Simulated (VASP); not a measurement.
Set up this calculation in VASP 6.6.1, as the native input.

```
Task                   : single point
Functional             : LDA
Potentials or basis    : VASP PAW LDA potentials, release 64 (C)
Cutoff                 : 520 eV
k mesh                 : 10 × 10 × 1
Occupations            : fermi-dirac, width 0.02 eV
Spin                   : no spin polarisation
Dipole correction      : yes
Further INCAR settings : ALGO = Normal; EDIFF = 1e-07; NBANDS = 21
```

The structure of C lies in POSCAR:

```
C
1.0
    2.4973237396      0.0000000000      0.0000000000
    0.0000000000      2.4973237396      0.0000000000
    0.0000000000      0.0000000000     20.4147000000
C
6
Direct
    0.7500000000      0.0000000000      0.3918748162
    0.2500000000      0.0000000000      0.4351248897
    0.2500000000      0.5000000000      0.4783749632
    0.7500000000      0.5000000000      0.5216250368
    0.7500000000      0.0000000000      0.5648751103
    0.2500000000      0.0000000000      0.6081251838
```

The input as run:

INCAR

```
SYSTEM = C
ALGO = Normal
DIPOL = 0.5 0.5 0.500
EDIFF = 1E-7
ENCUT = 520
IDIPOL = 3
ISIF = 2
ISMEAR = -1
LASPH = .True.
LCHARG = .False.
LDIPOL = .True.
LREAL = .False.
LWAVE = .False.
NBANDS = 21
NELM = 60
PREC = Accurate
SIGMA = 0.02
```

KPOINTS

```
k-points
0
Gamma
  10 10 1
  0 0 0
```

Potentials or basis: VASP PAW LDA potentials, release 64 (C).

Command:

```console
$ cat potpaw_LDA.64/C/POTCAR > POTCAR
$ mpirun -np 1 vasp_std > vasp.out
```

Results of the run:

```yaml
Largest_force: 2.604 eV/Å
Band_gap_on_the_k_mesh: zero (bands 12 and 13 overlap by 0.49 eV)
```

It took 4 min on 1 thread of Intel Xeon 8259CL (shared host), peak memory 0.22 GiB.
